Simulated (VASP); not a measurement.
Wanted: the native input for a VASP 6.6.1 run.

```
Task                   : single point
Functional             : PBE
Potentials or basis    : VASP PAW PBE potentials, release 64 (Ba_sv, Hf_pv, O)
Cutoff                 : 520 eV
k mesh                 : 3 × 3 × 3
Occupations            : gaussian, width 0.15 eV
Spin                   : no spin polarisation
Dipole correction      : no
Further INCAR settings : ALGO = Normal; EDIFF = 1e-07; NBANDS = 49
```

The structure of BaHfO3 lies in POSCAR:

```
BaHfO3
1.0
   -2.9706694461      4.2086503708      2.9734702197
    2.9706694461     -4.2086503708      2.9734702197
    2.9706694461      4.2086503708     -2.9734702197
Ba Hf O
2 2 6
Direct
    0.2497488226      0.4997488226      0.7500000000
    0.7502511774      0.5002511774      0.2500000000
    0.0000000000      0.0000000000      0.0000000000
    0.5000000000      0.0000000000      0.5000000000
    0.7498005825      0.0000000000      0.2498005825
    0.2501994175      0.5000000000      0.2501994175
    0.7498005825      0.5000000000      0.7498005825
    0.2501994175      0.0000000000      0.7501994175
    0.7504971939      1.0004971939      0.7500000000
    0.2495028061     -0.0004971939      0.2500000000
```

These files were run (other wordings do the same):

INCAR

```
SYSTEM = BaHfO3
  PREC = Accurate
  ENCUT = 520
  EDIFF = 1E-7
  ISMEAR = 0
  SIGMA = 0.15
  LREAL = .FALSE.
  LASPH = .TRUE.
  NELM = 100
  ALGO = Normal
  ISIF = 2
  LWAVE = .FALSE.
  LCHARG = .FALSE.
  GGA = PE
  NBANDS = 49
```

KPOINTS

```
Automatic mesh
0
G
  3 3 3
  0 0 0
```

Potentials or basis: VASP PAW PBE potentials, release 64 (Ba_sv, Hf_pv, O).

Launch:

```bash
$ cat potpaw_PBE.64/Ba_sv/POTCAR potpaw_PBE.64/Hf_pv/POTCAR potpaw_PBE.64/O/POTCAR > POTCAR
$ mpirun -np 1 vasp_std > vasp.out
```

Results of the run:

The pressure is -0.4 GPa. The largest force is 0.008 eV/Å and the band gap on the k mesh is 3.53 eV.

Caveat: the k points lie up to 0.43 Å⁻¹ apart; spin-orbit coupling is left out, which moves the levels of the heavy elements; an odd mesh through Γ misses points on the zone boundary, where band edges can lie.

It took 68 s on 1 thread of AMD EPYC 9R45 96-Core Processor (Zen 5), on a shared host, peak memory 0.31 GiB.
